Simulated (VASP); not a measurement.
CsSnI3, 5 atoms in the cell. The structure is trigonal, space group R3m (No. 160). The conventional cell has a = 10.535 Å, b = 10.535 Å, c = 13.579 Å, α = 90.00°, β = 90.00°, γ = 120.00°. Cs (site symmetry 3m) has 6 I at 3.88 to 3.92 Å and 1 Sn at 4.54 Å within 5.1 Å. Within 3.8 Å of Sn (site symmetry 3m) lie 3 I at 2.91 Å. Within 3.8 Å of I (site symmetry m) lie 1 Sn at 2.91 Å. 

```yaml
Program: VASP 6.6.1
Task: relaxation of cell and atoms
Functional: PBE
Potentials_or_basis: VASP PAW PBE potentials, release 64 (Cs_sv, Sn_d, I)
Cutoff: 600 eV
k_mesh: 3 × 3 × 3
Occupations: gaussian, width 0.02 eV
Spin: no spin polarisation
Dipole_correction: no
Further_INCAR_settings: ALGO = Normal; EDIFF = 1e-07; IBRION = 2; EDIFFG = -0.01; NSW = 100; ISIF = 3
```

Potentials or basis: VASP PAW PBE potentials, release 64 (Cs_sv, Sn_d, I).

Launch:

```bash
$ cat potpaw_PBE.64/Cs_sv/POTCAR potpaw_PBE.64/Sn_d/POTCAR potpaw_PBE.64/I/POTCAR > POTCAR
$ mpirun -np 1 vasp_std > vasp.out
```

Hardware: 1 thread of AMD EPYC 7R43 64-Core Processor (Zen 3), with other jobs on the host.

Problem. How long does it take, and how much memory?

Solution. It took 35 min on 1 thread of AMD EPYC 7R43 64-Core Processor (Zen 3) (shared host), peak memory 0.64 GiB. Counts: scf iterations 256, k points 6, ion steps 28.
